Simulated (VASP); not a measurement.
A run of VASP 6.6.1 is set up as follows.

File INCAR:

```
PREC = Accurate
ENCUT = 520
EDIFF = 1E-6
ISMEAR = -1
SIGMA = 0.1
LREAL = F
LASPH = T
NELM = 60
ALGO = Normal
ISIF = 2
LWAVE = F
LCHARG = F
NBANDS = 25
```

Contents of KPOINTS:

```
Automatic mesh
0
Gamma
  4 4 4
```

File POSCAR:

```
K3Re
1.0
    0.0000000000      4.4166200000      4.4166200000
    4.4166200000      0.0000000000      4.4166200000
    4.4166200000      4.4166200000      0.0000000000
K Re
3 1
Direct
    0.7669600000      0.7443400000      0.7382700000
    0.2436300000      0.2489800000      0.2698600000
    0.5135700000      0.4954000000      0.4996500000
    0.0043200000      0.9875900000      0.9917400000
```

Potentials or basis: VASP PAW LDA potentials, release 64 (K_sv, Re).

Command:

```bash
$ cat potpaw_LDA.64/K_sv/POTCAR potpaw_LDA.64/Re/POTCAR > POTCAR
$ mpirun -np 1 vasp_std > vasp.out
```

**Question.** What does it give for the pressure?

**Answer.** -2.7 GPa.

**Question.** What does it give for the band gap on the k mesh?

**Answer.** Zero (bands 17 and 18 overlap by 0.12 eV).

**Question.** Estimate the largest force.

**Answer.** 0.132 eV/Å.

Forces on the atoms (eV/Å):
```
K    0.052  0.012 -0.041
K   -0.119 -0.023  0.052
K    0.040  0.004 -0.005
Re   0.027  0.008 -0.006
```

Caveat: spin-orbit coupling is left out, which moves the levels of the heavy elements.
